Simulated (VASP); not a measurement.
Write the native input for VASP 6.6.1 that does the following.

```
Task                   : relaxation of cell and atoms
Functional             : PBE
Potentials or basis    : VASP PAW PBE potentials, release 64 (Ti_sv, Sb, P)
Cutoff                 : 600 eV
k mesh                 : 8 × 8 × 8
Occupations            : gaussian, width 0.1 eV
Spin                   : no spin polarisation
Dipole correction      : no
Further INCAR settings : ALGO = Normal; EDIFF = 1e-06; IBRION = 2; EDIFFG = -0.01; NSW = 100; ISIF = 3
```

The structure of TiSb3P4 lies in POSCAR:

```
TiSb3P4
1.0
   -3.3711016199      3.3711016199      3.3711016199
    3.3711016199     -3.3711016199      3.3711016199
    3.3711016199      3.3711016199     -3.3711016199
Ti Sb P
1 3 4
Direct
    0.0000000000      0.0000000000      0.0000000000
    0.0000000000      0.5000000000      0.5000000000
    0.5000000000      0.0000000000      0.5000000000
    0.5000000000      0.5000000000      0.0000000000
    0.5000000000      0.5000000000      0.5000000000
    0.0000000000      0.0000000000      0.5000000000
    0.0000000000      0.5000000000      0.0000000000
    0.5000000000      0.0000000000      0.0000000000
```

The input as run:

INCAR

```
ALGO     = Normal         # electronic algorithm
EDIFF    = 1E-6           # SCF threshold, eV
EDIFFG   = -0.01          # ionic threshold
ENCUT    = 600            # plane-wave cutoff, eV
GGA      = PE             # functional
IBRION   = 2              # ionic algorithm
ISIF     = 3              # what is computed and relaxed
ISMEAR   = 0              # smearing method
LASPH    = True           # aspherical terms in the spheres
LCHARG   = False          # write CHGCAR
LREAL    = False          # projectors in reciprocal space
LWAVE    = False          # write WAVECAR
NELM     = 100            # most SCF steps
NSW      = 100            # ionic steps
PREC     = Accurate       # precision mode
SIGMA    = 0.1            # smearing width, eV
```

KPOINTS

```
k-points
0
Gamma
  8 8 8
```

Potentials or basis: VASP PAW PBE potentials, release 64 (Ti_sv, Sb, P).

Run with:

```bash
$ cat potpaw_PBE.64/Ti_sv/POTCAR potpaw_PBE.64/Sb/POTCAR potpaw_PBE.64/P/POTCAR > POTCAR
$ mpirun -np 1 vasp_std > vasp.out
```

Results of the run:

| Property | Result |
| --- | --- |
| Relaxed volume | 19.12 Å³/atom |
| Relaxed cell | a = 5.836 Å, b = 5.836 Å, c = 5.836 Å, α = 109.47°, β = 109.47°, γ = 109.47° |
| Space group after relaxing (to 0.05 Å) | Im-3m (No. 229) |
| Energy gained by relaxing | 0.0 meV/atom |
| Ionic steps | 2 |
| Pressure after relaxing | 0.1 GPa |

It took 2.5 min on 1 thread of Intel(R) Xeon(R) 6975P-C (Granite Rapids), with other jobs on the host, peak memory 0.43 GiB.
